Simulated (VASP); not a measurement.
# WS2 in VASP: further runs, part 2 of 2

VASP 6.6.1.

### 3 Single point, PBEsol

This run uses another cell than the first one, of 15.00 Å³/atom.

Input file INCAR:

```
  ALGO = Normal
  EDIFF = 1E-6
  ENCUT = 520
  GGA = PS
  ISIF = 2
  ISMEAR = 0
  LASPH = True
  LCHARG = True
  LELF = True
  LREAL = False
  LVHAR = True
  LWAVE = False
  NBANDS = 35
  NELM = 80
  PREC = Accurate
  SIGMA = 0.02
```

Input file KPOINTS:

```
k-points
0
Gamma
  15 15 4
```

Input file POSCAR:

```
WS2
1.0
    3.0466476169      0.0000000000      0.0000000000
   -1.5233238084      2.6384742326      0.0000000000
    0.0000000000      0.0000000000     11.1943899812
W S
2 4
Direct
    0.3333333333      0.6666666667      0.2500000000
    0.6666666667      0.3333333333      0.7500000000
    0.3333333333      0.6666666667      0.6088232573
    0.6666666667      0.3333333333      0.1088232573
    0.3333333333      0.6666666667      0.8911767427
    0.6666666667      0.3333333333      0.3911767427
```

Potentials or basis: VASP PAW PBE potentials, release 64 (W_sv, S).

Started as:

```
> cat potpaw_PBE.64/W_sv/POTCAR potpaw_PBE.64/S/POTCAR > POTCAR
> mpirun -np 1 vasp_std > vasp.out
```

OUTCAR:

```text
EDIFF = 1E-6
   ENCUT = 520
   GGA = PS
   ISIF = 2
   ISMEAR = 0
   LASPH = True
   LREAL = False
   NELM = 80
   PREC = Accurate

 ion  position               nearest neighbor table
   1  0.333  0.667  0.250-   4 2.36   6 2.36   4 2.36   6 2.36   4 2.36   6 2.36
   2  0.667  0.333  0.750-   3 2.36   5 2.36   3 2.36   5 2.36   3 2.36   5 2.36
   3  0.333  0.667  0.609-   2 2.36   2 2.36   2 2.36
   4  0.667  0.333  0.109-   1 2.36   1 2.36   1 2.36
   5  0.333  0.667  0.891-   2 2.36   2 2.36   2 2.36
   6  0.667  0.333  0.391-   1 2.36   1 2.36   1 2.36

  LATTYP: Found a hexagonal cell.
 ALAT       =     3.0466476169
 C/A-ratio  =     3.6743304080

  Lattice vectors:

 A1 = (   3.0466476169,   0.0000000000,   0.0000000000)
 A2 = (  -1.5233238084,   2.6384742326,   0.0000000000)
 A3 = (   0.0000000000,   0.0000000000,  11.1943899812)

Analysis of symmetry for initial positions (statically):
=====================================================================
 Subroutine PRICEL returns:
 Original cell was already a primitive cell.

 Routine SETGRP: Setting up the symmetry group for a
 hexagonal supercell.

 Subroutine GETGRP returns: Found 24 space group operations
 (whereof 12 operations were pure point group operations)
 out of a pool of 24 trial point group operations.

The static configuration has the point symmetry D_3d.
 The point group associated with its full space group is D_6h.

Analysis of symmetry for dynamics (positions and initial velocities):
=====================================================================
 Subroutine PRICEL returns:
 Original cell was already a primitive cell.

 Routine SETGRP: Setting up the symmetry group for a
[... 132 lines left out ...]
   IALGO  =     38    algorithm
   IMIX   =      4    mixing-type and parameters
     AMIX     =   0.40;   BMIX     =  1.00
     AMIX_MAG =   1.60;   BMIX_MAG =  1.00
  volume/ion in A,a.u.               =      15.00       101.21
  Fermi-wavevector in a.u.,A,eV,Ry     =   1.363591  2.576813 25.298404  1.859380
  Thomas-Fermi vector in A             =   2.489981
   LORBIT       =      0    0 simple, 1 ext, 2 COOP (PROOUT), +10 PAW based schemes
   GGA     = PS    functional components
   LHFCALC =     F    Hartree Fock is set to
   AEXX    =    0.0000 exact exchange contribution
   IVDW    =     0    specifies the selected vdW correction
   LEPSILON=     F    determine dielectric tensor
   LRPA    =     F    only Hartree local field effects (RPA)
 non-spin polarized calculation
 Gauss-broadening in eV      SIGMA  =   0.02
  energy-cutoff  :      520.00
  volume of cell :       89.99
 maximum number of plane-waves:      2453
 NGX is ok and might be reduce to    24
   NGX = 11   NGY = 11   NGZ = 41

 number of electron      51.9999998 magnetization

 Free energy of the ion-electron system (eV)
  ---------------------------------------------------
  ext. energy  EPLUGINS =         0.00000000
  ---------------------------------------------------
  free energy    TOTEN  =       -49.93628244 eV

  energy without entropy =      -49.93628244  energy(sigma->0) =      -49.93628244

 E-fermi :  10.2290     XC(G=0): -12.1567

 val. band max:       10.0070920369   @ k =   0.0000   0.0000   0.0000
 cond. band min:      10.3369645035   @ k =   0.2000   0.1333   0.0000
 fundamental gap:      0.3298724667
 Fermi energy:        10.2290049787

 k-point     1 :       0.0000    0.0000    0.0000
  band No.  band energies     occupation
      1     -64.7406      2.00000
      2     -64.7406      2.00000
      3     -29.1172      2.00000
      4     -29.1168      2.00000
      5     -28.8016      2.00000
      6     -28.8016      2.00000
[... 901 lines left out ...]
     34      15.4165      0.00000
     35      15.4962      0.00000

 [... further k-points ...]

------------------------ aborting loop because EDIFF is reached ----------------------------------------

  FORCE on cell =-STRESS in cart. coord.  units (eV):
  Direction    XX          YY          ZZ          XY          YZ          ZX
  --------------------------------------------------------------------------------------
  -------------------------------------------------------------------------------------
  Total        8.5566827      8.5566827      8.5558831      0.0000000     -0.0000000      0.0000000
  in kB      152.3493110    152.3493110    152.3350744      0.0000000     -0.0000000      0.0000000
  external PRESSURE =     152.3445655 kB  Pullay stress =       0.0000000 kB

 VOLUME and BASIS-vectors are now :
 -----------------------------------------------------------------------------
  energy-cutoff  :      520.00
  volume of cell :       89.99
      direct lattice vectors                 reciprocal lattice vectors
     3.046647617  0.000000000  0.000000000     0.328229623  0.189503461  0.000000000
    -1.523323808  2.638474233  0.000000000     0.000000000  0.379006923  0.000000000
     0.000000000  0.000000000 11.194389981     0.000000000  0.000000000  0.089330459

 POSITION                                       TOTAL-FORCE (eV/Angst)
 -----------------------------------------------------------------------------------
     -0.00000      1.75898      2.79860         0.000000     -0.000000     -0.000000
      1.52332      0.87949      8.39579        -0.000000      0.000000     -0.000000
     -0.00000      1.75898      6.81540        -0.000000      0.000000     -0.015096
      1.52332      0.87949      1.21821        -0.000000      0.000000     -0.015096
     -0.00000      1.75898      9.97618         0.000000     -0.000000      0.015096
      1.52332      0.87949      4.37899         0.000000     -0.000000      0.015096
 -----------------------------------------------------------------------------------
    total drift:                               -0.000000      0.000000     -0.000000

  FREE ENERGIE OF THE ION-ELECTRON SYSTEM (eV)
  ---------------------------------------------------
  free  energy   TOTEN  =       -49.9362824353 eV

  energy  without entropy=      -49.9362824353  energy(sigma->0) =      -49.93628244
```

stdout:

```text
POSCAR found type information on POSCAR W S
 POSCAR found :  2 types and       6 ions
 scaLAPACK will be used
 -----------------------------------------------------------------------------
|                                                                             |
|                                                                             |
|     You enforced a specific xc type in the INCAR file but a different       |
|     I HOPE YOU KNOW WHAT YOU ARE DOING!                                     |
|                                                                             |
 -----------------------------------------------------------------------------

 LDA part: xc-table for (Slater+PW92), standard interpolation
 POSCAR, INCAR and KPOINTS ok, starting setup
 FFT: planning ... GRIDC
 FFT: planning ... GRID_SOFT
 FFT: planning ... GRID
 WAVECAR not read
 entering main loop
```

Run time: 7.9 min. Hardware: 1 thread of Oxide Virtual Turin-like, shared host; peak memory 0.3 GiB.

What came out:

```
Free energy            : -49.9363 eV
Pressure               : 15.2 GPa
Largest force          : 0.015 eV/Å
Band gap on the k mesh : 0.33 eV (least direct gap 1.55 eV)
```

Forces in eV/Å, atoms in the order of the input:
```
W    0.000  0.000  0.000
W    0.000  0.000  0.000
S    0.000  0.000 -0.015
S    0.000  0.000 -0.015
S    0.000  0.000  0.015
S    0.000  0.000  0.015
```

Caveat: the cell stands under pressure; the PAW data sets were made with another functional, which shifts forces and pressure a little; spin-orbit coupling is left out, which moves the levels of the heavy elements. A k mesh can miss the band edges.
